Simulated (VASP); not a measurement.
A run of VASP 6.6.1 is set up as follows.

File INCAR:

```
SYSTEM = TiGe2Se3
PREC = Accurate ; ENCUT = 520
EDIFF = 1E-6 ; ISMEAR = 0
SIGMA = 0.1 ; LREAL = .False.
LASPH = .True. ; NELM = 150
ALGO = Normal ; ISIF = 2
LWAVE = .False. ; LCHARG = .False.
ISPIN = 2 ; MAGMOM = 1 0 0 0 0 0
LORBIT = 11 ; LMAXMIX = 4
GGA = PE ; NBANDS = 42
```

KPOINTS

```
Automatic mesh
0
Gamma
  3 3 6
  0 0 0
```

POSCAR

```
TiGe2Se3
1.0
    6.2119032100      0.0000000000      0.0000000000
   -3.1059516000      5.3796659800      0.0000000000
    0.0000000000      0.0000000000      3.6005420700
Ti Ge Se
1 2 3
Direct
    0.0000000000      0.0000000000      0.0000000000
    0.3333333300      0.6666666700      0.0000000000
    0.6666666700      0.3333333300      0.0000000000
    0.5000000000      0.0000000000      0.5000000000
    0.5000000000      0.5000000000      0.5000000000
    0.0000000000      0.5000000000      0.5000000000
```

Potentials or basis: VASP PAW PBE potentials, release 64 (Ti_sv, Ge_d, Se).

The run is started by

```console
$ cat potpaw_PBE.64/Ti_sv/POTCAR potpaw_PBE.64/Ge_d/POTCAR potpaw_PBE.64/Se/POTCAR > POTCAR
$ mpirun -np 1 vasp_std > vasp.out
```

(1) What does it give for the pressure?

(2) Predict the net moment.

Results:

(1) 13.2 GPa.

(2) 0.06 μB per cell.

Caveat: the k points lie up to 0.39 Å⁻¹ apart.
